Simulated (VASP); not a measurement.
# Ge (Cmmm) in VASP: further runs, part 2 of 2

VASP 6.6.1. Earlier steps stand in the parts before.

### 5 Single point, LDA

This run uses another cell than the first one, of 19.61 Å³/atom, 1.042 times its volume.

INCAR

```
ALGO = Normal
EDIFF = 1E-7
ENCUT = 520
ISIF = 2
ISMEAR = -1
LASPH = True
LCHARG = True
LELF = True
LREAL = False
LVHAR = True
LWAVE = False
NBANDS = 13
NELM = 60
PREC = Accurate
SIGMA = 0.05
```

KPOINTS

```
k-points
0
Gamma
  11 11 10
```

POSCAR

```
Ge
1.0
    1.3971490000     -2.6005160000      0.0000000000
    1.3971490000      2.6005160000      0.0000000000
    0.0000000000      0.0000000000      2.6982310000
Ge
1
Direct
    0.5000000000      0.5000000000      0.0000000000
```

Potentials or basis: VASP PAW LDA potentials, release 64 (Ge_d).

Command:

```console
$ cat potpaw_LDA.64/Ge_d/POTCAR > POTCAR
$ mpirun -np 1 vasp_std > vasp.out
```

OUTCAR:

```text
EDIFF = 1E-7
   ENCUT = 520
   ISIF = 2
   ISMEAR = -1
   LASPH = True
   LREAL = False
   NELM = 60
   PREC = Accurate

 ion  position               nearest neighbor table
   1  0.500  0.500  0.000-

  LATTYP: Found a base centered orthorhombic cell.
 ALAT       =     2.7942980000
 B/A-ratio  =     1.8613018368
 C/A-ratio  =     0.9656203454

  Lattice vectors:

 A1 = (   1.3971490000,  -2.6005160000,   0.0000000000)
 A2 = (   1.3971490000,   2.6005160000,   0.0000000000)
 A3 = (   0.0000000000,   0.0000000000,   2.6982310000)

Analysis of symmetry for initial positions (statically):
=====================================================================
 Subroutine PRICEL returns:
 Original cell was already a primitive cell.

 Routine SETGRP: Setting up the symmetry group for a
 base centered orthorhombic supercell.

 Subroutine GETGRP returns: Found  8 space group operations
 (whereof  8 operations were pure point group operations)
 out of a pool of  8 trial point group operations.

The static configuration has the point symmetry D_2h.

Analysis of symmetry for dynamics (positions and initial velocities):
=====================================================================
 Subroutine PRICEL returns:
 Original cell was already a primitive cell.

 Routine SETGRP: Setting up the symmetry group for a
 base centered orthorhombic supercell.

 Subroutine GETGRP returns: Found  8 space group operations
 (whereof  8 operations were pure point group operations)
 out of a pool of  8 trial point group operations.

The dynamic configuration has the point symmetry D_2h.

 Subroutine INISYM returns: Found  8 space group operations
 (whereof  8 operations are pure point group operations),
 and found     1 'primitive' translations

----------------------------------------------------------------------------------------

                                     Primitive cell

  volume of cell :      19.6070

  direct lattice vectors                    reciprocal lattice vectors
     1.397149000 -2.600516000  0.000000000     0.357871637 -0.192269534  0.000000000
     1.397149000  2.600516000  0.000000000     0.357871637  0.192269534  0.000000000
     0.000000000  0.000000000  2.698231000     0.000000000  0.000000000  0.370613191

  length of vectors
     2.952068562  2.952068562  2.698231000     0.406250763  0.406250763  0.370613191

  position of ions in fractional coordinates (direct lattice)
     0.500000000  0.500000000  0.000000000

  ion indices of the primitive-cell ions
   primitive index   ion index
                 1           1

----------------------------------------------------------------------------------------

 KPOINTS: k-points

Automatic generation of k-mesh.
 Grid dimensions read from file:
 generate k-points for:   11   11   10

 Generating k-lattice:

  Cartesian coordinates                     Fractional coordinates (reciprocal lattice)
     0.032533785 -0.017479049  0.000000000     0.090909091  0.000000000  0.000000000
     0.032533785  0.017479049  0.000000000     0.000000000  0.090909091  0.000000000
     0.000000000  0.000000000  0.037061319     0.000000000  0.000000000  0.100000000

  Length of vectors
     0.036931888  0.036931888  0.037061319

  Shift w.r.t. Gamma in fractional coordinates (k-lattice)
     0.000000000  0.000000000  0.000000000

 Subroutine IBZKPT returns following result:
 ===========================================

 Found    216 irreducible k-points:

 Following reciprocal coordinates:
            Coordinates               Weight
  0.000000  0.000000  0.000000      1.000000
  0.090909  0.000000  0.000000      4.000000
  0.181818 -0.000000  0.000000      4.000000
  0.272727 -0.000000  0.000000      4.000000
  0.363636 -0.000000  0.000000      4.000000
  0.454545 -0.000000  0.000000      4.000000
[... 16 lines left out ...]
 -0.272727  0.181818  0.000000      4.000000
 -0.181818  0.181818  0.000000      2.000000
 [... further k-points ...]
   k-points           NKPTS =    216   k-points in BZ     NKDIM =    216   number of bands    NBANDS=     13
   number of dos      NEDOS =    301   number of ions     NIONS =      1
   total plane-waves  NPLWV =  11520
   dimension x,y,z NGX =    24 NGY =   24 NGZ =   20
   dimension x,y,z NGXF=    48 NGYF=   48 NGZF=   40
   ions per type =               1
   NGX,Y,Z   is equivalent  to a cutoff of  13.52, 13.52, 12.32 a.u.
   NGXF,Y,Z  is equivalent  to a cutoff of  27.03, 27.03, 24.65 a.u.
 SYSTEM =  unknown system
   PREC   = accura    normal or accurate (medium, high low for compatibility)
   ISTART =      0    job   : 0-new  1-cont  2-samecut
   ICHARG =      2    charge: 1-file 2-atom 10-const
   ISPIN  =      1    spin polarized calculation?
   LNONCOLLINEAR =      F non collinear calculations
   LSORBIT =      F    spin-orbit coupling
   LASPH  =      T    aspherical Exc in radial PAW
   ENCUT  =  520.0 eV  38.22 Ry    6.18 a.u.   5.49  5.49  5.02*2*pi/ulx,y,z
   NELM   =     60;   NELMIN=  2; NELMDL= -5     # of ELM steps
   EDIFF  = 0.1E-06   stopping-criterion for ELM
   LREAL  =      F    real-space projection
   EDIFFG = 0.1E-05   stopping-criterion for IOM
   NSW    =      0    number of steps for IOM
   IBRION =     -1    ionic relax: 0-MD 1-quasi-New 2-CG
   NFREE  =      0    steps in history (QN), initial steepest desc. (CG)
   ISIF   =      2    stress and relaxation
   ISYM   =      2    0-nonsym 1-usesym 2-fastsym
   POTIM  = 0.5000    time-step for ionic-motion
   TEBEG  =    0.0;   TEEND  =   0.0 temperature during run
   PSTRESS=    0.0 pullay stress
   NELECT =      14.0000    total number of electrons
   NUPDOWN=      -1.0000    fix difference up-down
   EMIN   =  10.00;   EMAX   =-10.00  energy-range for DOS
   EFERMI =   0.00;   METHOD = LEGACY
   ISMEAR =    -1;   SIGMA  =   0.05  broadening in eV -4-tet -1-fermi 0-gaus
   EFERMI_NEDOS =   21; number of points for ismear=-14 and -15
   IALGO  =     38    algorithm
   IMIX   =      4    mixing-type and parameters
     AMIX     =   0.40;   BMIX     =  1.00
     AMIX_MAG =   1.60;   BMIX_MAG =  1.00
  volume/ion in A,a.u.               =      19.61       132.31
  Fermi-wavevector in a.u.,A,eV,Ry     =   1.463234  2.765111 29.130796  2.141053
  Thomas-Fermi vector in A             =   2.579353
   LORBIT       =      0    0 simple, 1 ext, 2 COOP (PROOUT), +10 PAW based schemes
   GGA     = CA    functional components
   LHFCALC =     F    Hartree Fock is set to
   AEXX    =    0.0000 exact exchange contribution
   IVDW    =     0    specifies the selected vdW correction
   LEPSILON=     F    determine dielectric tensor
   LRPA    =     F    only Hartree local field effects (RPA)
 non-spin polarized calculation
  energy-cutoff  :      520.00
  volume of cell :       19.61
 maximum number of plane-waves:       542
 NGX is ok and might be reduce to    24
   NGX = 11   NGY = 11   NGZ = 11

 number of electron      14.0000003 magnetization

 Free energy of the ion-electron system (eV)
  ---------------------------------------------------
  ext. energy  EPLUGINS =         0.00000000
  ---------------------------------------------------
  free energy    TOTEN  =        -4.96210451 eV

  energy without entropy =       -4.95806956  energy(sigma->0) =       -4.96008703

 E-fermi :   5.8988     XC(G=0): -11.3208

 val. band max:        5.8943638971   @ k =   0.4545   0.0909   0.4000
 cond. band min:       5.9183593390   @ k =   0.3636   0.1818   0.1000
 fundamental gap:      0.0239954419
 Fermi energy:         5.8987939133

 k-point     1 :       0.0000    0.0000    0.0000
  band No.  band energies     occupation
      1     -18.8787      2.00000
      2     -18.8241      2.00000
      3     -18.7734      2.00000
      4     -18.6678      2.00000
      5     -18.6480      2.00000
      6      -6.9256      2.00000
      7      12.5380      0.00000
      8      12.9717      0.00000
      9      14.4660      0.00000
     10      16.2025      0.00000
     11      18.4783      0.00000
     12      20.8194      0.00000
     13      20.9980      0.00000
[... 353 lines left out ...]
 k-point    24 :      -0.1818    0.1818    0.0000
  band No.  band energies     occupation
      1     -18.8701      2.00000
      2     -18.8199      2.00000
      3     -18.7485      2.00000
      4     -18.6796      2.00000
      5     -18.6502      2.00000
      6      -6.2211      2.00000
      7       8.1526      0.00000
      8      13.0680      0.00000
      9      13.1931      0.00000
     10      16.6374      0.00000
     11      18.0975      0.00000
     12      23.6807      0.00000
     13      23.7809      0.00000

 [... further k-points ...]
[... 5 lines left out ...]
  --------------------------------------------------------------------------------------
  -------------------------------------------------------------------------------------
  Total       -0.5279131     -0.8852086     -0.6424830      0.0000000      0.0000000      0.0000000
  in kB      -43.1381615    -72.3343875    -52.5001885      0.0000000      0.0000000      0.0000000
  external PRESSURE =     -55.9909125 kB  Pullay stress =       0.0000000 kB

 VOLUME and BASIS-vectors are now :
 -----------------------------------------------------------------------------
  energy-cutoff  :      520.00
  volume of cell :       19.61
      direct lattice vectors                 reciprocal lattice vectors
     1.397149000 -2.600516000  0.000000000     0.357871637 -0.192269534  0.000000000
     1.397149000  2.600516000  0.000000000     0.357871637  0.192269534  0.000000000
     0.000000000  0.000000000  2.698231000     0.000000000  0.000000000  0.370613191

 POSITION                                       TOTAL-FORCE (eV/Angst)
 -----------------------------------------------------------------------------------
      1.39715      0.00000      0.00000         0.000000      0.000000      0.000000
 -----------------------------------------------------------------------------------
    total drift:                               -0.000000     -0.000000     -0.000000

  FREE ENERGIE OF THE ION-ELECTRON SYSTEM (eV)
  ---------------------------------------------------
  free  energy   TOTEN  =        -4.9621045056 eV

  energy  without entropy=       -4.9580695567  energy(sigma->0) =       -4.96008703
```

OSZICAR:

```text
N       E                     dE             d eps       ncg     rms          rms(c)
DAV:   1     0.635421063810E+02    0.63542E+02   -0.72117E+03  6109   0.287E+03
DAV:   2     0.857883834878E+00   -0.62684E+02   -0.59880E+02  5906   0.413E+02
DAV:   3    -0.489502469166E+01   -0.57529E+01   -0.57262E+01  6521   0.734E+01
DAV:   4    -0.497948904527E+01   -0.84464E-01   -0.84452E-01  6351   0.968E+00
DAV:   5    -0.498035075571E+01   -0.86171E-03   -0.86171E-03  6614   0.108E+00    0.136E+00
DAV:   6    -0.496742886658E+01    0.12922E-01   -0.86575E-03  6956   0.194E+00    0.750E-01
DAV:   7    -0.496228239077E+01    0.51465E-02   -0.60124E-03  7433   0.132E+00    0.745E-02
DAV:   8    -0.496210789790E+01    0.17449E-03   -0.60383E-04  6876   0.544E-01    0.254E-02
DAV:   9    -0.496210464842E+01    0.32495E-05   -0.12854E-05  7197   0.545E-02    0.728E-03
DAV:  10    -0.496210454332E+01    0.10510E-06   -0.58744E-07  6476   0.895E-03    0.200E-03
DAV:  11    -0.496210450562E+01    0.37702E-07   -0.57253E-08  4328   0.410E-03
   1 F= -.49621045E+01 E0= -.49600870E+01  d E =-.403495E-02
```

It took 11 s on 1 thread of Intel Xeon 6975P-C (Granite Rapids), shared host; peak memory 0.16 GiB.

What came out:

```yaml
Free_energy: -4.9621 eV
Pressure: -5.6 GPa
Band_gap_on_the_k_mesh: zero (band 7 reaches 12.54 eV, above the bottom of band 8 at 3.56 eV)
```

### 6 The runs side by side

| level | potentials or basis | cell | gap on the mesh (eV) | pressure (GPa) |
| --- | --- | --- | --- | --- |
| LDA | VASP PAW LDA potentials, release 64 (Ge_d) | a = 2.912, b = 2.912, c = 2.662 Å, angles 90.0, 90.0, 123.5°, 1 atom | none | -3.1 |
| PBEsol | VASP PAW PBE potentials, release 64 (Ge_d) | a = 2.912, b = 2.912, c = 2.662 Å, angles 90.0, 90.0, 123.5°, 1 atom | none | -1.6 |
| LDA | VASP PAW LDA potentials, release 64 (Ge_d) | a = 2.932, b = 2.932, c = 2.680 Å, angles 90.0, 90.0, 123.5°, 1 atom | none | -4.6 |
| LDA | VASP PAW LDA potentials, release 64 (Ge_d) | a = 2.952, b = 2.952, c = 2.698 Å, angles 90.0, 90.0, 123.5°, 1 atom | none | -5.6 |

Alike in all rows: task single point; no spin polarisation; k mesh 11 × 11 × 10; cutoff (eV) 520; smearing fermi-dirac 0.05 eV.

Caveats: the PAW data sets were made with another functional, which shifts forces and pressure a little (some runs).

Total energies depend on the potentials used, so only differences within one code and one set of settings carry meaning.
